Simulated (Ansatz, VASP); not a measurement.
**One calculation of HfN, two programs**

```
Hf N
1.0
     0.00000    2.43835    2.43835
     2.43835    0.00000    2.43835
     2.43835    2.43835    0.00000
Hf N
1 1
Direct
  0.00000 0.00000 0.00000
  0.75000 0.75000 0.75000
```

Alike in both runs: task single point; functional LDA; k mesh 10 × 10 × 10; occupations fermi-dirac, width 0.05 eV; no spin polarisation.

|  | VASP | Ansatz |
| --- | --- | --- |
| version | VASP 6.6.1 | Ansatz 0.2.0 |
| potentials or method | VASP PAW LDA potentials, release 64 (Hf_pv, N), cutoff 520 eV | plane waves, PAW |
| valence electrons in the cell | 15 | 31 |

VASP gave:

* pressure (GPa): -6.2

Task: Which values does Ansatz return?

Result: Pressure (GPa): -6.0.

LDA's correlation is that of Perdew and Zunger in VASP and of Perdew and Wang (1992) in Ansatz. VASP's potentials hold 15 valence electrons a cell and Ansatz's 31, so a difference there can come from the potentials and not from the codes.

Neither program's run includes spin-orbit coupling.
